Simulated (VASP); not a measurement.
# SnO2 (Amm2) in VASP: a series of runs, part 2 of 2

VASP 6.6.1. Earlier steps stand in the parts before.

## Step 3: Single point, PBE (atom 1 (Sn) moved +0.037 Å towards its neighbour atom 3 (O) at 2.048 Å)

Contents of INCAR:

```
PREC = Accurate
ENCUT = 520
EDIFF = 1E-6
ISMEAR = 0
SIGMA = 0.05
LREAL = False
LASPH = True
NELM = 100
ALGO = Normal
ISIF = 2
LWAVE = False
LCHARG = True
GGA = PE
LELF = True
LVHAR = True
NBANDS = 35
```

Contents of KPOINTS:

```
regular mesh
0
Gamma
  6 6 8
```

Contents of POSCAR:

```
SnO2
1.0
    4.7373500000      0.0000000000      0.0000000000
    0.0000000000      4.7373500000      0.0000000000
    0.0000000000      0.0000000000      3.1864000000
Sn O
2 4
Direct
    0.0055973285      0.0055973285      0.0000000000
    0.5000000000      0.5000000000      0.5000000000
    0.3056200000      0.3056200000      0.0000000000
    0.1943800000      0.8056200000      0.5000000000
    0.6943800000      0.6943800000      0.0000000000
    0.8056200000      0.1943800000      0.5000000000
```

Potentials or basis: VASP PAW PBE potentials, release 64 (Sn_d, O).

Launch:

```
$ cat potpaw_PBE.64/Sn_d/POTCAR potpaw_PBE.64/O/POTCAR > POTCAR
$ mpirun -np 1 vasp_std > vasp.out
```

OUTCAR:

```text
PREC = Accurate
   ENCUT = 520
   EDIFF = 1E-6
   ISMEAR = 0
   LREAL = False
   LASPH = True
   NELM = 100
   ISIF = 2
   GGA = PE

 ion  position               nearest neighbor table
   1  0.006  0.006  0.000-   3 2.01   4 2.06   6 2.06   4 2.06   6 2.06   5 2.09   2 3.68   2 3.68
                             2 3.71   2 3.71   2 3.71   2 3.71   2 3.74   2 3.74
   2  0.500  0.500  0.500-   4 2.05   6 2.05   5 2.06   3 2.06   3 2.06   5 2.06   1 3.68   1 3.68
                             1 3.71   1 3.71   1 3.71   1 3.71   1 3.74   1 3.74
   3  0.306  0.306  0.000-   1 2.01   2 2.06   2 2.06
   4  0.194  0.806  0.500-   2 2.05   1 2.06   1 2.06
   5  0.694  0.694  0.000-   2 2.06   2 2.06   1 2.09
[... 1121 lines left out ...]
  Total        4.8239868      4.8239868      5.9094956      0.0997520      0.0000000      0.0000000
  in kB      108.0800305    108.0800305    132.4005416      2.2349158      0.0000000      0.0000000
  external PRESSURE =     116.1868675 kB  Pullay stress =       0.0000000 kB

 VOLUME and BASIS-vectors are now :
 -----------------------------------------------------------------------------
  energy-cutoff  :      520.00
  volume of cell :       71.51
      direct lattice vectors                 reciprocal lattice vectors
     4.737350000  0.000000000  0.000000000     0.211088478  0.000000000  0.000000000
     0.000000000  4.737350000  0.000000000     0.000000000  0.211088478  0.000000000
     0.000000000  0.000000000  3.186400000     0.000000000  0.000000000  0.313833794

 POSITION                                       TOTAL-FORCE (eV/Angst)
 -----------------------------------------------------------------------------------
      0.02652      0.02652      0.00000        -0.669849     -0.669849      0.000000
      2.36868      2.36868      1.59320         0.250063      0.250063      0.000000
      1.44783      1.44783      0.00000         0.192533      0.192533      0.000000
      0.92085      3.81650      1.59320         0.045574     -0.021114      0.000000
      3.28952      3.28952      0.00000         0.202794      0.202794      0.000000
      3.81650      0.92085      1.59320        -0.021114      0.045574      0.000000
 -----------------------------------------------------------------------------------
    total drift:                               -0.000183     -0.000183      0.000003

  FREE ENERGIE OF THE ION-ELECTRON SYSTEM (eV)
  ---------------------------------------------------
  free  energy   TOTEN  =       -37.1471033801 eV

  energy  without entropy=      -37.1471033801  energy(sigma->0) =      -37.14710338
```

stdout:

```text
POSCAR found type information on POSCAR SnO
 POSCAR found :  2 types and       6 ions
 scaLAPACK will be used
 LDA part: xc-table for (Slater+PW92), standard interpolation
 POSCAR, INCAR and KPOINTS ok, starting setup
 FFT: planning ... GRIDC
 FFT: planning ... GRID_SOFT
 FFT: planning ... GRID
 WAVECAR not read
 entering main loop
```

It took 2.4 min on 1 thread of Intel Xeon 8259CL, shared host; peak memory 0.26 GiB.

What came out:

```
Free energy            : -37.1471 eV
Pressure               : 11.6 GPa
Largest force          : 0.947 eV/Å
Band gap on the k mesh : 1.23 eV
```

Forces on the atoms (eV/Å):
```
Sn  -0.670 -0.670  0.000
Sn   0.250  0.250  0.000
O    0.193  0.193  0.000
O    0.046 -0.021  0.000
O    0.203  0.203  0.000
O   -0.021  0.046  0.000
```

Stress tensor (GPa, compression positive):
```
10.81  0.22  0.00
 0.22 10.81  0.00
 0.00  0.00 13.24
```

Caveat: the cell differs from its parent crystal (atom 1 (Sn) moved +0.037 Å towards its neighbour atom 3 (O) at 2.048 Å); the cell stands under pressure; spin-orbit coupling is left out, which moves the levels of the heavy elements.

## Step 4: Single point, PBE (atom 1 (Sn) moved +0.075 Å towards its neighbour atom 3 (O) at 2.048 Å)

Contents of INCAR:

```
PREC = Accurate ; ENCUT = 520
EDIFF = 1E-7 ; ISMEAR = 0
SIGMA = 0.05 ; LREAL = False
LASPH = True ; NELM = 80
ALGO = Normal ; ISIF = 2
LWAVE = False ; LCHARG = False
GGA = PE ; NBANDS = 35
```

KPOINTS is that of step 3.

Changes to POSCAR since step 3:

```diff
@@ -8,3 +8,3 @@
 Direct
-    0.0055973285      0.0055973285      0.0000000000
+    0.0111946571      0.0111946571      0.0000000000
     0.5000000000      0.5000000000      0.5000000000
```

Launch:

```
$ cat potpaw_PBE.64/Sn_d/POTCAR potpaw_PBE.64/O/POTCAR > POTCAR
$ mpirun -np 1 vasp_std > vasp.out
```

Run time: 3.4 min. Hardware: 1 thread of AMD EPYC 7R43 (Zen 3), shared host; peak memory 0.22 GiB.

Results (log left out):

```yaml
Free_energy: -37.0934 eV
Pressure: 12.0 GPa
Largest_force: 1.929 eV/Å
Band_gap_on_the_k_mesh: 1.20 eV
```

Forces in eV/Å, atoms in the order of the input:
```
Sn  -1.364 -1.364  0.000
Sn   0.500  0.500  0.000
O    0.497  0.497  0.000
O    0.049  0.001  0.000
O    0.316  0.316  0.000
O    0.001  0.049  0.000
```

Stress tensor (GPa, compression positive):
```
11.34  0.89  0.00
 0.89 11.34  0.00
 0.00  0.00 13.19
```

Levels at points of the mesh, in eV from the valence-band top:
```csv
k point,band 22,band 23,band 24,band 25,band 26,band 27,band 28,band 29,band 30,band 31
"(0.00, 0.00, 0.00)",-1.27,-1.24,-0.87,-0.80,0.00,1.20,6.10,6.30,6.34,10.37
"(0.50, 0.00, 0.00)",-1.98,-1.31,-1.14,-0.81,-0.52,4.38,4.41,7.03,7.12,10.97
"(0.50, 0.50, 0.00)",-2.03,-1.35,-1.32,-0.94,-0.90,4.82,4.83,7.50,7.51,11.01
"(0.00, 0.00, 0.50)",-2.62,-1.85,-1.70,-1.29,-1.17,6.14,6.15,9.67,9.69,10.66
"(0.50, 0.00, 0.50)",-1.78,-1.15,-1.15,-0.73,-0.69,6.42,6.42,8.01,8.05,10.98
"(0.50, 0.50, 0.50)",-2.26,-1.17,-0.99,-0.87,-0.71,4.79,4.80,8.88,8.91,10.93
```

Caveat: the cell differs from its parent crystal (atom 1 (Sn) moved +0.075 Å towards its neighbour atom 3 (O) at 2.048 Å); the cell stands under pressure; spin-orbit coupling is left out, which moves the levels of the heavy elements; forces of over 1 eV/Å act on the atoms, so gaps and moduli don't describe the material at rest.

## Step 5: Overview

| cell | gap on the mesh (eV) | pressure (GPa) | largest force (eV/Å) |
| --- | --- | --- | --- |
| as given, atomic positions A | 1.16 | 12.5 | 2.98 |
| as given, atomic positions B | 1.23 | 11.6 | 0.95 |
| as given, atomic positions C | 1.20 | 12.0 | 1.93 |

Alike in all rows: task single point; level PBE; potentials or basis VASP PAW PBE potentials, release 64 (Sn_d, O); no spin polarisation; k mesh 6 × 6 × 8; cutoff (eV) 520; smearing gaussian 0.05 eV.

Caveats: the cell stands under pressure; spin-orbit coupling is left out, which moves the levels of the heavy elements; forces of over 1 eV/Å act on the atoms, so gaps and moduli don't describe the material at rest (at least some runs).

Absolute energies hang on the potentials; compare differences alone.
